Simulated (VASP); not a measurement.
Crystal: AgCl.

```
Ag Cl
1.0
     0.00000    3.02936    3.02936
     3.02936    0.00000    3.02936
     3.02936    3.02936    0.00000
Ag Cl
1 1
Cartesian
  0.0000 0.0000 0.0000
  1.5147 1.5147 1.5147
```

```yaml
Program: VASP 6.6.1
Task: relaxation of cell and atoms
Functional: r2SCAN
Potentials_or_basis: VASP PAW PBE potentials, release 64 (Ag, Cl)
Cutoff: 600 eV
k_mesh: 6 × 6 × 6
Occupations: fermi-dirac, width 0.02 eV
Spin: no spin polarisation
```

At the start: pressure -1.2 GPa; volume 27.80 Å³/atom.

Question: How do energy, volume and symmetry change on relaxing?

Answer: Over 3 steps the energy falls by 4.0 meV/atom and the volume is 26.80 Å³/atom (-3.6 %); space group F-43m (No. 216, to 0.1 Å) before and after.

Step by step:
```
step  energy change (eV)  largest force (eV/Å)  pressure (GPa)  volume (Å³)
   1              0.0000                0.0000           -1.20        55.60
   2             -0.0076                0.0000           -0.23        53.94
   3             -0.0079                0.0000           -0.01        53.60
```

Final structure:
```
Ag Cl
1.0
     0.00000    2.99256    2.99256
     2.99256    0.00000    2.99256
     2.99256    2.99256    0.00000
Ag Cl
1 1
Direct
  0.00000 0.00000 0.00000
  0.25000 0.25000 0.25000
```

Caveat: the PAW data sets were made with another functional, which shifts forces and pressure a little.
